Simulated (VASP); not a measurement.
Write the native input for VASP 6.6.1 that does the following.

```
Task                   : electric field gradients
Functional             : r2SCAN
Potentials or basis    : VASP PAW PBE potentials, release 64 (Cd, Pt, C, N)
Cutoff                 : 520 eV
k mesh                 : 5 × 5 × 5
Occupations            : fermi-dirac, width 0.05 eV
Spin                   : no spin polarisation
Dipole correction      : no
Further INCAR settings : ALGO = Normal; EDIFF = 1e-08; NBANDS = 51
```

CdPtC6N6:

```xyz
14
Lattice="0.0000 5.4737 5.4737 5.4737 0.0000 5.4737 5.4737 5.4737 0.0000" Properties=species:S:1:pos:R:3 pbc="T T T"
Cd    5.4737    5.4737    5.4737
Pt    0.0000    0.0000    0.0000
C     5.4737    5.4737    2.0064
C     5.4737    5.4737    8.9410
C     2.0064    5.4737    5.4737
C     8.9410    5.4737    5.4737
C     5.4737    2.0064    5.4737
C     5.4737    8.9410    5.4737
N     5.4737    5.4737    3.1637
N     5.4737    5.4737    7.7837
N     3.1637    5.4737    5.4737
N     7.7837    5.4737    5.4737
N     5.4737    3.1637    5.4737
N     5.4737    7.7837    5.4737
```

The input as run:

POSCAR

```
CdPtC6N6
1.0
    0.0000000000      5.4737000000      5.4737000000
    5.4737000000      0.0000000000      5.4737000000
    5.4737000000      5.4737000000      0.0000000000
Cd Pt C N
1 1 6 6
Direct
    0.5000000000      0.5000000000      0.5000000000
    0.0000000000      0.0000000000      0.0000000000
    0.1832732474      0.1832732474      0.8167267526
    0.8167267526      0.8167267526      0.1832732474
    0.8167267526      0.1832732474      0.1832732474
    0.1832732474      0.8167267526      0.8167267526
    0.1832732474      0.8167267526      0.1832732474
    0.8167267526      0.1832732474      0.8167267526
    0.2889924317      0.2889924317      0.7110075683
    0.7110075683      0.7110075683      0.2889924317
    0.7110075683      0.2889924317      0.2889924317
    0.2889924317      0.7110075683      0.7110075683
    0.2889924317      0.7110075683      0.2889924317
    0.7110075683      0.2889924317      0.7110075683
```

INCAR.step1

```
PREC     = Accurate       # precision mode
ENCUT    = 520            # plane-wave cutoff, eV
ISMEAR   = -1             # smearing method
SIGMA    = 0.05           # smearing width, eV
LREAL    = False          # projectors in reciprocal space
LASPH    = True           # aspherical terms in the spheres
NELM     = 80             # most SCF steps
NBANDS   = 51             # bands
GGA      = PE             # functional
ALGO     = Normal         # electronic algorithm
EDIFF    = 1E-4           # SCF threshold, eV
LWAVE    = True           # write WAVECAR
LCHARG   = False          # write CHGCAR
```

INCAR.step2

```
PREC     = Accurate       # precision mode
ENCUT    = 520            # plane-wave cutoff, eV
EDIFF    = 1E-8           # SCF threshold, eV
ISMEAR   = -1             # smearing method
SIGMA    = 0.05           # smearing width, eV
LREAL    = False          # projectors in reciprocal space
LASPH    = True           # aspherical terms in the spheres
NELM     = 80             # most SCF steps
ALGO     = Normal         # electronic algorithm
ISIF     = 2              # what is computed and relaxed
LWAVE    = False          # write WAVECAR
LCHARG   = False          # write CHGCAR
METAGGA  = R2SCAN         # meta-GGA
LMIXTAU  = True         
LEFG     = True         
NBANDS   = 51             # bands
ISTART   = 1
```

KPOINTS

```
regular mesh
0
Gamma
  5 5 5
```

Potentials or basis: VASP PAW PBE potentials, release 64 (Cd, Pt, C, N).

The run is started by

```console
$ cat potpaw_PBE.64/Cd/POTCAR potpaw_PBE.64/Pt/POTCAR potpaw_PBE.64/C/POTCAR potpaw_PBE.64/N/POTCAR > POTCAR
$ cp INCAR.step1 INCAR
$ mpirun -np 1 vasp_std > vasp.out
$ cp INCAR.step2 INCAR
$ mpirun -np 1 vasp_std > vasp.out
```

Results of the run:

The pressure is 0.3 GPa and the largest force is 0.262 eV/Å. The band gap on the k mesh is 5.70 eV (least direct gap 5.84 eV) and the largest electric field gradient by atom is Cd +0.0; Pt -0.0; C -55.5; N -73.4 V/Å².

Caveat: without QUAD_EFG the Cq values of the log hold for a quadrupole moment of 1 mb, not for the nuclei; the PAW data sets were made with another functional, which shifts forces and pressure a little; spin-orbit coupling is left out, which moves the levels of the heavy elements; an odd mesh through Γ misses points on the zone boundary, where band edges can lie.

It took 45 min on 1 thread of Oxide Virtual Turin-like Processor, on a shared host, peak memory 0.63 GiB.
